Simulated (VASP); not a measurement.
Here is a VASP 6.6.1 calculation.

INCAR

```
SYSTEM = CdF2
PREC = Accurate
ENCUT = 520
EDIFF = 1E-8
ISMEAR = -1
SIGMA = 0.03
LREAL = .FALSE.
LASPH = .TRUE.
NELM = 120
ALGO = Normal
ISIF = 2
LWAVE = .FALSE.
LCHARG = .FALSE.
LEFG = .TRUE.
NBANDS = 24
GGA_COMPAT = .FALSE.
```

File KPOINTS:

```
regular mesh
0
G
  9 9 9
  0 0 0
```

The input POSCAR:

```
CdF2
1.0
    0.0000000000      2.6940000000      2.6940000000
    2.6940000000      0.0000000000      2.6940000000
    2.6940000000      2.6940000000      0.0000000000
Cd F
1 2
Direct
    0.0000000000      0.0000000000      0.0000000000
    0.2500000000      0.2500000000      0.2500000000
    0.7500000000      0.7500000000      0.7500000000
```

Potentials or basis: VASP PAW LDA potentials, release 64 (Cd_sv_GW, F).

The run is started by

```bash
$ cat potpaw_LDA.64/Cd_sv_GW/POTCAR potpaw_LDA.64/F/POTCAR > POTCAR
$ mpirun -np 1 vasp_std > vasp.out
```

(1) Estimate the pressure.

(2) Predict the band gap on the k mesh.

## Answers

(1) -7.3 GPa.

(2) 2.84 eV (least direct gap 3.29 eV).

Caveat: the cell stands under tension; an odd mesh through Γ misses points on the zone boundary, where band edges can lie.
